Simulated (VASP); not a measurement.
Wanted: the native input for a VASP 6.6.1 run.

```
Task                   : single point
Functional             : PBE
Potentials or basis    : VASP PAW PBE potentials, release 64 (Pb_d, O)
Cutoff                 : 520 eV
k mesh                 : 8 × 8 × 10
Occupations            : gaussian, width 0.1 eV
Spin                   : no spin polarisation
Dipole correction      : no
Further INCAR settings : ALGO = Normal; EDIFF = 1e-06; NBANDS = 35
```

The structure of PbO2 lies in POSCAR:

```
PbO2
1.0
    5.1170438177      0.0000000000      0.0000000000
    0.0000000000      5.1170438177      0.0000000000
    0.0000000000      0.0000000000      3.3915289799
Pb O
2 4
Direct
    0.0000000000      0.0000000000      0.0000000000
    0.5000000000      0.5000000000      0.5000000000
    0.3078581945      0.3078581945      0.0000000000
    0.1921418055      0.8078581945      0.5000000000
    0.6921418055      0.6921418055      0.0000000000
    0.8078581945      0.1921418055      0.5000000000
```

This cell differs from its parent crystal: uniaxial strain along c: -1.5 %, then relaxed in part.

The input as run:

INCAR

```
SYSTEM = PbO2
ALGO = Normal
EDIFF = 1E-6
ENCUT = 520
GGA = PE
ISIF = 2
ISMEAR = 0
LASPH = .True.
LCHARG = .True.
LELF = .True.
LREAL = .False.
LVHAR = .True.
LWAVE = .False.
NBANDS = 35
NELM = 60
PREC = Accurate
SIGMA = 0.1
```

KPOINTS

```
k-points
0
Gamma
  8 8 10
  0 0 0
```

Potentials or basis: VASP PAW PBE potentials, release 64 (Pb_d, O).

Command:

```console
$ cat potpaw_PBE.64/Pb_d/POTCAR potpaw_PBE.64/O/POTCAR > POTCAR
$ mpirun -np 1 vasp_std > vasp.out
```

It gave:

```json
{"Pressure": "1.0 GPa", "Largest force": "0.015 eV/Å", "Band gap on the k mesh": "0.04 eV"}
```

Caveat: the cell differs from its parent crystal (uniaxial strain along c: -1.5 %, then relaxed in part); the smearing spreads over this small gap; spin-orbit coupling is left out, which moves the levels of the heavy elements.

It took 2.4 min on 1 thread of AMD EPYC 9R45 96-Core Processor (Zen 5), on a shared host, peak memory 0.32 GiB.
